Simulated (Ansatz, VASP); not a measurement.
# One calculation of Hf2MgO2, two programs

Contents of INCAR:

```
  PREC = Accurate
  ENCUT = 520
  EDIFF = 1E-6
  ISMEAR = 0
  SIGMA = 0.1
  LREAL = False
  LASPH = True
  NELM = 100
  ALGO = Normal
  ISIF = 2
  LWAVE = False
  LCHARG = False
  GGA = PE
  NBANDS = 25
```

The input KPOINTS:

```
regular mesh
0
Gamma
  6 6 4
```

File POSCAR:

```
Hf2MgO2
1.0
    4.0068450900      0.0000000000      0.0000000000
   -2.0034225400      3.4700296300      0.0000000000
    0.0000000000      0.0000000000      6.2858275000
Mg Hf O
1 2 2
Direct
    0.0000000000      0.0000000000      0.0000000000
    0.3333333300      0.6666666700      0.6444000000
    0.6666666700      0.3333333300      0.3556000000
    0.3333333300      0.6666666700      0.2599000000
    0.6666666700      0.3333333300      0.7401000000
```

Input for Ansatz:

```yaml
crystal:
  lattice:
    - [4.00684509, 0.0, 0.0]
    - [-2.00342254, 3.47002963, 0.0]
    - [0.0, 0.0, 6.2858275]
  atoms:
    - { symbol: Mg, position: [0.0, 0.0, 0.0] }
    - { symbol: Hf, position: [0.33333333, 0.66666667, 0.6444] }
    - { symbol: Hf, position: [0.66666667, 0.33333333, 0.3556] }
    - { symbol: O, position: [0.33333333, 0.66666667, 0.2599] }
    - { symbol: O, position: [0.66666667, 0.33333333, 0.7401] }
basis:
  ecutwfc: 420
kpoints:
  mp_grid: { grid: [6, 6, 4] }
hamiltonian:
  xc: pbe
scf:
  occupations: { method: gaussian, width: 0.1 }
  lower_state_search: "off"
output:
  forces: true
  stress: true
  eigenvalues: true
```

Change from the starting cell: species swapped into the YAl2Si2 type (P-3m1, No. 164).

Alike in both runs: task single point; functional PBE; k mesh 6 × 6 × 4; occupations gaussian, width 0.1 eV; no spin polarisation.

|  | VASP | Ansatz |
| --- | --- | --- |
| version | VASP 6.6.1 | Ansatz 0.2.0 |
| potentials or method | VASP PAW PBE potentials, release 64 (Mg, Hf_pv, O), cutoff 520 eV | scalar-relativistic, plane waves, PAW |
| valence electrons in the cell | 34 | 74 |

Ansatz gave:

| Item | Value |
| --- | --- |
| gap on the k mesh at the Fermi level (eV) | none |
| pressure (GPa) | -11.0 |
| traceless stress, the component that is largest in VASP (GPa) | 7.30 |
| rms of the force components (eV/Å) | 0.860 |

Problem. What did VASP give for the same quantities?

Solution. gap on the k mesh at the Fermi level (eV): none; pressure (GPa): -11.8; traceless stress, the component that is largest in VASP (GPa): 7.39; rms of the force components (eV/Å): 0.873.

Atom by atom the forces differ by 0.028 eV/Å (rms over components). A gap of «none» marks a metal or a gap that the smearing closes. VASP's potentials hold 34 valence electrons a cell and Ansatz's 74, so a difference there can come from the potentials and not from the codes.

Spin-orbit coupling is off throughout.
